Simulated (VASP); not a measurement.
# WSe2 (P-6m2) in VASP: notebook

The runs below take WSe2 through single point, relaxation of cell and atoms, with PBE+D3(BJ).

All numbers are computed with VASP 6.6.1; they aren't measurements. Logs are shortened: lines on timing, memory, paths and dates and some standing lists are left out, and cuts for length are marked.

### Step 1. The cell of the first run

It takes space group P-6m2 (No. 187, hexagonal). Conventional cell: a = 3.279 Å, b = 3.279 Å, c = 7.007 Å, α = 90.00°, β = 90.00°, γ = 120.00°. Within 3.3 Å of W (site symmetry -6m2) lie 6 Se at 2.53 Å and 6 W at 3.28 Å. Se (site symmetry 3m) has 3 W at 2.53 Å and 7 Se at 3.28 to 3.37 Å within 3.4 Å.

### Step 2. Single point, PBE+D3(BJ)

INCAR reads:

```
SYSTEM = WSe2
PREC = Accurate
ENCUT = 520
EDIFF = 1E-6
ISMEAR = 0
SIGMA = 0.02
LREAL = .FALSE.
LASPH = .TRUE.
NELM = 100
ALGO = Normal
ISIF = 2
LWAVE = .FALSE.
LCHARG = .FALSE.
GGA = PE
IVDW = 12
NBANDS = 20
```

KPOINTS reads:

```
Automatic mesh
0
G
  12 12 4
  0 0 0
```

POSCAR reads:

```
WSe2
1.0
    3.2791808522      0.0000000000      0.0000000000
   -1.6395904261      2.8398539216      0.0000000000
    0.0000000000      0.0000000000      7.0067707459
W Se
1 2
Direct
    0.0000000000      0.0000000000      0.0000000000
    0.3333333333      0.6666666667      0.2404426072
    0.3333333333      0.6666666667      0.7595573928
```

Potentials or basis: VASP PAW PBE potentials, release 64 (W_sv, Se).

Run with:

```
cat potpaw_PBE.64/W_sv/POTCAR potpaw_PBE.64/Se/POTCAR > POTCAR
mpirun -np 1 vasp_std > vasp.out
```

OUTCAR:

```text
SYSTEM = WSe2
   PREC = Accurate
   ENCUT = 520
   EDIFF = 1E-6
   ISMEAR = 0
   LREAL = .FALSE.
   LASPH = .TRUE.
   NELM = 100
   ISIF = 2
   GGA = PE
   IVDW = 12
 IVDW          = 12

 ion  position               nearest neighbor table
   1  0.000  0.000  0.000-   2 2.53   3 2.53   2 2.53   3 2.53   2 2.53   3 2.53
   2  0.333  0.667  0.240-   1 2.53   1 2.53   1 2.53
   3  0.333  0.667  0.760-   1 2.53   1 2.53   1 2.53

  LATTYP: Found a hexagonal cell.
 ALAT       =     3.2791808522
 C/A-ratio  =     2.1367442242

  Lattice vectors:

 A1 = (   3.2791808522,   0.0000000000,   0.0000000000)
 A2 = (  -1.6395904261,   2.8398539216,   0.0000000000)
 A3 = (   0.0000000000,   0.0000000000,   7.0067707459)

Analysis of symmetry for initial positions (statically):
=====================================================================
 Subroutine PRICEL returns:
 Original cell was already a primitive cell.

 Routine SETGRP: Setting up the symmetry group for a
 hexagonal supercell.

 Subroutine GETGRP returns: Found 12 space group operations
 (whereof 12 operations were pure point group operations)
 out of a pool of 24 trial point group operations.

The static configuration has the point symmetry D_3h.

Analysis of symmetry for dynamics (positions and initial velocities):
=====================================================================
 Subroutine PRICEL returns:
 Original cell was already a primitive cell.

 Routine SETGRP: Setting up the symmetry group for a
 hexagonal supercell.

 Subroutine GETGRP returns: Found 12 space group operations
 (whereof 12 operations were pure point group operations)
 out of a pool of 24 trial point group operations.

The dynamic configuration has the point symmetry D_3h.

 Subroutine INISYM returns: Found 12 space group operations
 (whereof 12 operations are pure point group operations),
 and found     1 'primitive' translations

----------------------------------------------------------------------------------------

                                     Primitive cell

  volume of cell :      65.2498

  direct lattice vectors                    reciprocal lattice vectors
     3.279180852  0.000000000  0.000000000     0.304954208  0.176065394  0.000000000
    -1.639590426  2.839853922  0.000000000     0.000000000  0.352130788  0.000000000
     0.000000000  0.000000000  7.006770746     0.000000000  0.000000000  0.142719098

  length of vectors
     3.279180852  3.279180852  7.006770746     0.352130788  0.352130788  0.142719098

  position of ions in fractional coordinates (direct lattice)
     0.000000000  0.000000000  0.000000000
     0.333333333  0.666666667  0.240442607
     0.333333333  0.666666667  0.759557393

  ion indices of the primitive-cell ions
   primitive index   ion index
                 1           1
                 2           2
                 3           3

----------------------------------------------------------------------------------------

 KPOINTS: Automatic mesh

Automatic generation of k-mesh.
 Grid dimensions read from file:
 generate k-points for:   12   12    4

 Generating k-lattice:

  Cartesian coordinates                     Fractional coordinates (reciprocal lattice)
     0.025412851  0.014672116  0.000000000     0.083333333  0.000000000  0.000000000
     0.000000000  0.029344232  0.000000000     0.000000000  0.083333333  0.000000000
     0.000000000  0.000000000  0.035679774     0.000000000  0.000000000  0.250000000

  Length of vectors
     0.029344232  0.029344232  0.035679774

  Shift w.r.t. Gamma in fractional coordinates (k-lattice)
     0.000000000  0.000000000  0.000000000

 Subroutine IBZKPT returns following result:
 ===========================================

 Found     57 irreducible k-points:

 Following reciprocal coordinates:
            Coordinates               Weight
  0.000000  0.000000  0.000000      1.000000
  0.083333 -0.000000  0.000000      6.000000
  0.166667 -0.000000  0.000000      6.000000
  0.250000 -0.000000  0.000000      6.000000
  0.333333 -0.000000  0.000000      6.000000
  0.416667 -0.000000  0.000000      6.000000
[... 16 lines left out ...]
  0.250000 -0.000000  0.250000     12.000000
  0.333333 -0.000000  0.250000     12.000000
 [... further k-points ...]
   k-points           NKPTS =     57   k-points in BZ     NKDIM =     57   number of bands    NBANDS=     20
   number of dos      NEDOS =    301   number of ions     NIONS =      3
   total plane-waves  NPLWV =  31104
   dimension x,y,z NGX =    24 NGY =   24 NGZ =   54
   dimension x,y,z NGXF=    48 NGYF=   48 NGZF=  108
   ions per type =               1   2
   NGX,Y,Z   is equivalent  to a cutoff of  12.17, 12.17, 12.81 a.u.
   NGXF,Y,Z  is equivalent  to a cutoff of  24.33, 24.33, 25.62 a.u.
 SYSTEM =  WSe2
   PREC   = accura    normal or accurate (medium, high low for compatibility)
   ISTART =      0    job   : 0-new  1-cont  2-samecut
   ICHARG =      2    charge: 1-file 2-atom 10-const
   ISPIN  =      1    spin polarized calculation?
   LNONCOLLINEAR =      F non collinear calculations
   LSORBIT =      F    spin-orbit coupling
   LASPH  =      T    aspherical Exc in radial PAW
   ENCUT  =  520.0 eV  38.22 Ry    6.18 a.u.   6.10  6.10 13.03*2*pi/ulx,y,z
   NELM   =    100;   NELMIN=  2; NELMDL= -5     # of ELM steps
   EDIFF  = 0.1E-05   stopping-criterion for ELM
   LREAL  =      F    real-space projection
   EDIFFG = 0.1E-04   stopping-criterion for IOM
   NSW    =      0    number of steps for IOM
   IBRION =     -1    ionic relax: 0-MD 1-quasi-New 2-CG
   NFREE  =      0    steps in history (QN), initial steepest desc. (CG)
   ISIF   =      2    stress and relaxation
   ISYM   =      2    0-nonsym 1-usesym 2-fastsym
   POTIM  = 0.5000    time-step for ionic-motion
   TEBEG  =    0.0;   TEEND  =   0.0 temperature during run
   PSTRESS=    0.0 pullay stress
   NELECT =      26.0000    total number of electrons
   NUPDOWN=      -1.0000    fix difference up-down
   EMIN   =  10.00;   EMAX   =-10.00  energy-range for DOS
   EFERMI =   0.00;   METHOD = LEGACY
   ISMEAR =     0;   SIGMA  =   0.02  broadening in eV -4-tet -1-fermi 0-gaus
   EFERMI_NEDOS =   21; number of points for ismear=-14 and -15
   IALGO  =     38    algorithm
   IMIX   =      4    mixing-type and parameters
     AMIX     =   0.40;   BMIX     =  1.00
     AMIX_MAG =   1.60;   BMIX_MAG =  1.00
  volume/ion in A,a.u.               =      21.75       146.78
  Fermi-wavevector in a.u.,A,eV,Ry     =   1.204683  2.276521 19.745613  1.451262
  Thomas-Fermi vector in A             =   2.340401
   LORBIT       =      0    0 simple, 1 ext, 2 COOP (PROOUT), +10 PAW based schemes
   GGA     = PE    functional components
   LHFCALC =     F    Hartree Fock is set to
   AEXX    =    0.0000 exact exchange contribution
   IVDW    =    12    specifies the selected vdW correction
   LEPSILON=     F    determine dielectric tensor
   LRPA    =     F    only Hartree local field effects (RPA)
 non-spin polarized calculation
 Gauss-broadening in eV      SIGMA  =   0.02
  energy-cutoff  :      520.00
  volume of cell :       65.25
 maximum number of plane-waves:      1784
   NGX = 13   NGY = 13   NGZ = 27

 number of electron      26.0000002 magnetization

 Free energy of the ion-electron system (eV)
  ---------------------------------------------------
  ext. energy  EPLUGINS =         0.00000000
  ---------------------------------------------------
  free energy    TOTEN  =       -21.55618902 eV

  energy without entropy =      -21.55618902  energy(sigma->0) =      -21.55618902

 E-fermi :   5.6017     XC(G=0): -10.2233

 val. band max:        5.3008290787   @ k =   0.0000   0.0000   0.5000
 cond. band min:       6.5538603855   @ k =   0.1667   0.1667   0.0000
 fundamental gap:      1.2530313068
 Fermi energy:         5.6017232260

 k-point     1 :       0.0000    0.0000    0.0000
  band No.  band energies     occupation
      1     -68.7917      2.00000
      2     -33.0452      2.00000
      3     -32.9019      2.00000
      4     -32.9019      2.00000
      5      -9.6626      2.00000
      6      -8.2777      2.00000
[... 12 lines left out ...]
     19      12.8630      0.00000
     20      13.7431      0.00000

 k-point     2 :       0.0833   -0.0000    0.0000
  band No.  band energies     occupation
      1     -68.7909      2.00000
      2     -33.0421      2.00000
      3     -32.9182      2.00000
      4     -32.9057      2.00000
      5      -9.5568      2.00000
      6      -8.2249      2.00000
[... 12 lines left out ...]
     19      13.0632      0.00000
     20      14.3470      0.00000

 k-point     3 :       0.1667   -0.0000    0.0000
  band No.  band energies     occupation
      1     -68.7889      2.00000
      2     -33.0337      2.00000
      3     -32.9624      2.00000
      4     -32.9161      2.00000
      5      -9.2532      2.00000
      6      -8.0737      2.00000
[... 12 lines left out ...]
     19      13.6974      0.00000
     20      14.2674      0.00000

 k-point     4 :       0.2500   -0.0000    0.0000
  band No.  band energies     occupation
      1     -68.7863      2.00000
      2     -33.0222      2.00000
      3     -33.0221      2.00000
      4     -32.9303      2.00000
      5      -8.7951      2.00000
      6      -7.8483      2.00000
[... 12 lines left out ...]
     19      13.1925      0.00000
     20      14.1445      0.00000

 k-point     5 :       0.3333   -0.0000    0.0000
  band No.  band energies     occupation
      1     -68.7836      2.00000
      2     -33.0814      2.00000
      3     -33.0105      2.00000
      4     -32.9444      2.00000
      5      -8.2659      2.00000
      6      -7.5953      2.00000
[... 12 lines left out ...]
     19      12.1904      0.00000
     20      13.3577      0.00000
[... 353 lines left out ...]
      6      -8.3108      2.00000
[... 12 lines left out ...]
     19      13.2301      0.00000
     20      14.1194      0.00000

 k-point    22 :       0.1667   -0.0000    0.2500
  band No.  band energies     occupation
      1     -68.7890      2.00000
      2     -33.0337      2.00000
      3     -32.9624      2.00000
      4     -32.9161      2.00000
      5      -9.2041      2.00000
      6      -8.1545      2.00000
[... 12 lines left out ...]
     19      13.6805      0.00000
     20      14.3631      0.00000

 k-point    23 :       0.2500   -0.0000    0.2500
  band No.  band energies     occupation
      1     -68.7863      2.00000
      2     -33.0222      2.00000
      3     -33.0221      2.00000
      4     -32.9303      2.00000
      5      -8.7462      2.00000
      6      -7.9213      2.00000
[... 12 lines left out ...]
     19      13.1854      0.00000
     20      13.9907      0.00000

 k-point    24 :       0.3333   -0.0000    0.2500
  band No.  band energies     occupation
      1     -68.7836      2.00000
      2     -33.0814      2.00000
      3     -33.0106      2.00000
      4     -32.9444      2.00000
      5      -8.2188      2.00000
      6      -7.6585      2.00000
[... 12 lines left out ...]
     19      12.4448      0.00000
     20      13.2996      0.00000

 [... further k-points ...]

------------------------ aborting loop because EDIFF is reached ----------------------------------------

 Edisp (eV)   -1.29554

 E8    (eV) :    -0.5776

  FORCE on cell =-STRESS in cart. coord.  units (eV):
  Direction    XX          YY          ZZ          XY          YZ          ZX
  --------------------------------------------------------------------------------------
  -------------------------------------------------------------------------------------
  Total       0.11225     0.11225     0.17460     0.00000    -0.00000     0.00000
  in kB       2.75621     2.75621     4.28726     0.00000    -0.00000     0.00000
  external pressure =        3.27 kB  Pullay stress =        0.00 kB

 VOLUME and BASIS-vectors are now :
 -----------------------------------------------------------------------------
  energy-cutoff  :      520.00
  volume of cell :       65.25
      direct lattice vectors                 reciprocal lattice vectors
     3.279180852  0.000000000  0.000000000     0.304954208  0.176065394  0.000000000
    -1.639590426  2.839853922  0.000000000     0.000000000  0.352130788  0.000000000
     0.000000000  0.000000000  7.006770746     0.000000000  0.000000000  0.142719098

 POSITION                                       TOTAL-FORCE (eV/Angst)
 -----------------------------------------------------------------------------------
      0.00000      0.00000      0.00000         0.000000     -0.000000      0.000000
     -0.00000      1.89324      1.68473        -0.000000      0.000000      0.055986
     -0.00000      1.89324      5.32204        -0.000000      0.000000     -0.055986
 -----------------------------------------------------------------------------------
    total drift:                                0.000000     -0.000000     -0.000000

  FREE ENERGIE OF THE ION-ELECTRON SYSTEM (eV)
  ---------------------------------------------------
  free  energy   TOTEN  =       -22.8517294476 eV

  energy  without entropy=      -22.8517294476  energy(sigma->0) =      -22.85172945
```

It took 24 s on 1 thread of Intel Xeon 6975P-C (Granite Rapids), shared host; peak memory 0.23 GiB.

What came out:

```
Free energy                : -22.8517 eV
Pressure                   : 0.3 GPa
Largest force              : 0.056 eV/Å
Band gap on the k mesh     : 1.25 eV (least direct gap 1.64 eV)
Dispersion energy per atom : -0.432 eV
```

Forces on the atoms (eV/Å):
```
W    0.000  0.000  0.000
Se   0.000  0.000  0.056
Se   0.000  0.000 -0.056
```

Caveat: spin-orbit coupling is left out, which moves the levels of the heavy elements.

### Step 3. Relaxation of cell and atoms, PBE+D3(BJ)

This run uses another cell than the first one, of 23.22 Å³/atom.

INCAR reads:

```
SYSTEM = WSe2
PREC = Accurate ; ENCUT = 600
EDIFF = 1E-6 ; ISMEAR = 0
SIGMA = 0.02 ; LREAL = .False.
LASPH = .True. ; NELM = 80
ALGO = Normal ; ISIF = 3
LWAVE = .False. ; LCHARG = .False.
GGA = PE ; IVDW = 12
IBRION = 2 ; NSW = 80
EDIFFG = -0.01
```

KPOINTS reads:

```
regular mesh
0
Gamma
  12 12 4
  0 0 0
```

POSCAR reads:

```
WSe2
1.0
    3.3657622097      0.0000000000      0.0000000000
   -1.6828811048      2.9148355767      0.0000000000
    0.0000000000      0.0000000000      7.1017071295
W Se
1 2
Direct
    0.0000000000      0.0000000000      0.0000000000
    0.3333333333      0.6666666667      0.2357701862
    0.3333333333      0.6666666667      0.7642298138
```

Potentials or basis: VASP PAW PBE potentials, release 64 (W_sv, Se).

Run with:

```
cat potpaw_PBE.64/W_sv/POTCAR potpaw_PBE.64/Se/POTCAR > POTCAR
mpirun -np 1 vasp_std > vasp.out
```

Wall time 4.7 min (1 thread of Intel Xeon 6975P-C (Granite Rapids), shared host); peak memory 0.28 GiB.

Results (log left out):

```yaml
Free_energy: -22.8527 eV
Relaxed_volume: 21.76 Å³/atom
Relaxed_cell: a = 3.280 Å, b = 3.280 Å, c = 7.005 Å, α = 90.00°, β = 90.00°, γ = 120.00°
Space_group_after_relaxing_to_0.1_Å: P-6m2 (No. 187)
Energy_gained_by_relaxing: 20.9 meV/atom
Ionic_steps: 15
Pressure_after_relaxing: 0.1 GPa
Largest_force_after_relaxing: 0.004 eV/Å
Band_gap_on_the_k_mesh: 1.25 eV (least direct gap 1.64 eV)
Dispersion_energy_per_atom: -0.432 eV
```

Forces on the atoms (eV/Å):
```
W    0.000  0.000  0.000
Se   0.000  0.000  0.004
Se   0.000  0.000 -0.004
```

Step by step:
| step | energy change (eV) | largest force (eV/Å) | pressure (GPa) | volume (Å³) |
| --- | --- | --- | --- | --- |
| 1 | 0.0000 | 0.2694 | -4.71 | 69.67 |
| 2 | 0.0685 | 1.5135 | 9.58 | 63.00 |
| 3 | -0.0472 | 0.3657 | 0.14 | 66.96 |
| 4 | -0.0601 | 0.0100 | -0.18 | 66.36 |
| 5 | -0.0603 | 0.0467 | -0.15 | 66.43 |
| 6 | -0.0607 | 0.0657 | 0.05 | 66.23 |
| 7 | -0.0611 | 0.1038 | 0.46 | 65.86 |
| 8 | -0.0612 | 0.0984 | 0.43 | 65.84 |
| 9 | -0.0615 | 0.0824 | 0.37 | 65.78 |
| 10 | -0.0621 | 0.0526 | 0.25 | 65.66 |
| 11 | -0.0627 | 0.0095 | 0.05 | 65.42 |
| 12 | -0.0627 | 0.0261 | -0.01 | 65.36 |
| 13 | -0.0628 | 0.0169 | 0.02 | 65.33 |
| 14 | -0.0628 | 0.0012 | 0.07 | 65.28 |
| 15 | -0.0628 | 0.0038 | 0.07 | 65.27 |

Final structure:
```xyz
3
Lattice="3.2801 0.0000 0.0000 -1.6401 2.8407 0.0000 0.0000 0.0000 7.0050" Properties=species:S:1:pos:R:3 pbc="T T T"
W     0.0000    0.0000    7.0050
Se    0.0000    1.8938    1.6872
Se    0.0000    1.8938    5.3178
```

Levels at points of the mesh, in eV from the valence-band top:
| k point | band 11 | band 12 | band 13 | band 14 | band 15 | band 16 |
| --- | --- | --- | --- | --- | --- | --- |
| (0.00, 0.00, 0.00) | -1.21 | -1.21 | -0.91 | 2.98 | 2.98 | 3.02 |
| (0.50, 0.00, 0.00) | -1.84 | -1.29 | -0.98 | 2.43 | 2.53 | 3.96 |
| (0.00, 0.00, 0.50) | -1.23 | -1.23 | 0.00 | 2.89 | 2.89 | 3.15 |
| (0.50, 0.00, 0.50) | -2.78 | -0.88 | -0.88 | 2.44 | 2.88 | 3.23 |

Caveat: spin-orbit coupling is left out, which moves the levels of the heavy elements.
